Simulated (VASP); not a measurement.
Write the native input for VASP 6.6.1 that does the following.

```
Task                   : single point
Functional             : PBE
Potentials or basis    : VASP PAW PBE potentials, release 64 (Ti_sv, Sn_d, Te)
Cutoff                 : 520 eV
k mesh                 : 4 × 4 × 2
Occupations            : gaussian, width 0.1 eV
Spin                   : no spin polarisation
Dipole correction      : no
Further INCAR settings : ALGO = Normal; EDIFF = 1e-07; NBANDS = 30
```

The structure of TiSnTe3 lies in POSCAR:

```
TiSnTe3
1.0
    4.1566927000      0.0000000000      0.0000000000
    0.0000000000      4.1566927000      0.0000000000
    0.0000000000      0.0000000000      8.9201128100
Ti Sn Te
1 1 3
Direct
    0.0000000000      0.0000000000      0.0000000000
    0.0000000000      0.0000000000      0.5000000000
    0.0000000000      0.0000000000      0.7610120300
    0.0000000000      0.0000000000      0.2389879700
    0.5000000000      0.5000000000      0.5000000000
```

The cell was built from a structure type or drawn by symmetry, and may not be a known phase.

These files were run (other wordings do the same):

INCAR

```
SYSTEM = TiSnTe3
PREC = Accurate ; ENCUT = 520
EDIFF = 1E-7 ; ISMEAR = 0
SIGMA = 0.1 ; LREAL = .False.
LASPH = .True. ; NELM = 80
ALGO = Normal ; ISIF = 2
LWAVE = .False. ; LCHARG = .True.
GGA = PE ; LELF = .True.
LVHAR = .True. ; NBANDS = 30
```

KPOINTS

```
Automatic mesh
0
Gamma
  4 4 2
  0 0 0
```

Potentials or basis: VASP PAW PBE potentials, release 64 (Ti_sv, Sn_d, Te).

Command:

```sh
$ cat potpaw_PBE.64/Ti_sv/POTCAR potpaw_PBE.64/Sn_d/POTCAR potpaw_PBE.64/Te/POTCAR > POTCAR
$ mpirun -np 1 vasp_std > vasp.out
```

Results of the run:

The pressure is 28.7 GPa and the largest force is 0.310 eV/Å. The band gap on the k mesh is zero (bands 22 and 23 overlap by 0.72 eV).

Caveat: the k points lie up to 0.38 Å⁻¹ apart, too coarse for converged energies and pressures of a metal; spin-orbit coupling is left out, which moves the levels of the heavy elements.

Run time: 85 s on 1 thread of Intel(R) Xeon(R) Platinum 8488C (Sapphire Rapids), on a shared host, peak memory 0.28 GiB.
